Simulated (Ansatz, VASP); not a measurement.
One calculation of SiGeTe2S2, two programs

```
CELL_PARAMETERS angstrom
5.58762 0.00000 0.00000
0.00000 5.58762 0.00000
0.00000 0.00000 4.96213
ATOMIC_POSITIONS crystal
Si 0.00000 0.00000 0.00000
Ge 0.00000 0.00000 0.50000
Te 0.50000 0.00000 0.00000
Te 0.00000 0.50000 0.00000
S 0.50000 0.50000 0.69449
S 0.50000 0.50000 0.30551
```

Change from the starting cell: species swapped into the CeSi2Mo2C type (P4/mmm, No. 123).

Alike in both runs: functional PBE; k mesh 4 × 4 × 4; occupations gaussian, width 0.1 eV; no spin polarisation.

Ansatz relaxed the structure, and its values are those at the end. VASP's run is a single point on that final structure, the one shown.

|  | VASP | Ansatz |
| --- | --- | --- |
| version | VASP 6.6.1 | Ansatz 0.2.0 |
| potentials or method | VASP PAW PBE potentials, release 64 (Si, Ge_d, Te, S), cutoff 520 eV | scalar-relativistic, plane waves, PAW |
| valence electrons in the cell | 42 | 62 |

|  | VASP | Ansatz | Ansatz less VASP |
| --- | --- | --- | --- |
| gap on the k mesh at the Fermi level (eV) | none | none | - |
| pressure (GPa) | 0.1 | 0.3 | +0.19 |
| rms of the force components (eV/Å) | 0.072 | 0.002 | -0.0702 |

A gap of «none» marks a metal or a gap that the smearing closes. VASP's potentials hold 42 valence electrons a cell and Ansatz's 62, so a difference there can come from the potentials and not from the codes.

Neither program's run includes spin-orbit coupling.
